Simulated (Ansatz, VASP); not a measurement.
## Al in VASP and in Ansatz

The input INCAR:

```
SYSTEM = Al
PREC = Accurate ; ENCUT = 520
EDIFF = 1E-6 ; ISMEAR = 0
SIGMA = 0.15 ; LREAL = .FALSE.
LASPH = .TRUE. ; NELM = 80
ALGO = Fast ; ISIF = 2
LWAVE = .FALSE. ; LCHARG = .TRUE.
GGA = PS ; LELF = .TRUE.
LVHAR = .TRUE. ; NBANDS = 8
```

Contents of KPOINTS:

```
regular mesh
0
G
  20 20 20
  0 0 0
```

The input POSCAR:

```
Al
1.0
    0.0126498750      2.0239800000      2.0239800000
    2.0239800000      0.0126498750      2.0239800000
    2.0366298750      2.0366298750      0.0000000000
Al
1
Direct
    0.0000000000      0.0000000000      0.0000000000
```

Input for Ansatz:

```yaml
crystal:
  lattice:
    - [0.012649875, 2.02398, 2.02398]
    - [2.02398, 0.012649875, 2.02398]
    - [2.036629875, 2.036629875, 0.0]
  atoms:
    - { symbol: Al, position: [0.0, 0.0, 0.0] }
basis:
  ecutwfc: 420
kpoints:
  mp_grid: { grid: [20, 20, 20] }
hamiltonian:
  xc: pbesol
scf:
  occupations: { method: gaussian, width: 0.15 }
output:
  forces: true
  stress: true
  eigenvalues: true
```

Change from the starting cell: strain +0.0125 x Voigt [0, 0, 0, 0, 0, 1], atoms carried along.

Alike in both runs: task single point; functional PBEsol; k mesh 20 × 20 × 20; occupations gaussian, width 0.15 eV; no spin polarisation.

|  | VASP | Ansatz |
| --- | --- | --- |
| version | VASP 6.6.1 | Ansatz 0.2.0 |
| potentials or method | VASP PAW PBE potentials, release 64 (Al), cutoff 520 eV | scalar-relativistic, plane waves, PAW |
| valence electrons in the cell | 3 | 3 |

|  | VASP | Ansatz | Ansatz less VASP |
| --- | --- | --- | --- |
| gap on the k mesh at the Fermi level (eV) | none | none | - |
| pressure (GPa) | -1.8 | -1.9 | -0.05 |
| traceless stress, the component that is largest in VASP (GPa) | -0.39 | -0.39 | +0.003 |

VASP's potentials were made for PBE, not for PBEsol. A gap of «none» marks a metal or a gap that the smearing closes.
